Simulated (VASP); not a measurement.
Runs of VASP 6.6.1 on ScAl3. The structure is that of space group Pm-3m (No. 221), or close to it. The cells are those of the table. 

| cell | gap on the mesh (eV) | pressure (GPa) |
| --- | --- | --- |
| a = 3.976 Å, 4 atoms | none | 7.7 |
| a = 4.124 Å, 4 atoms | none | -3.2 |
| a = 4.194 Å, 4 atoms | none | (b) |
| a = 4.088 Å, 4 atoms | none | -1.0 |
| a = 4.014 Å, 4 atoms | none | (a) |

Alike in all rows: task single point; level PBEsol; potentials or basis VASP PAW PBE potentials, release 64 (Sc_sv, Al); no spin polarisation; k mesh 7 × 7 × 7; cutoff (eV) 520; smearing gaussian 0.2 eV.

**Question.** Estimate the missing entries.

**Answer.** (a) 4.4; (b) -6.7.

Caveats: the PAW data sets were made with another functional, which shifts forces and pressure a little.

A gap of «none» marks levels without a gap at the run's occupations.
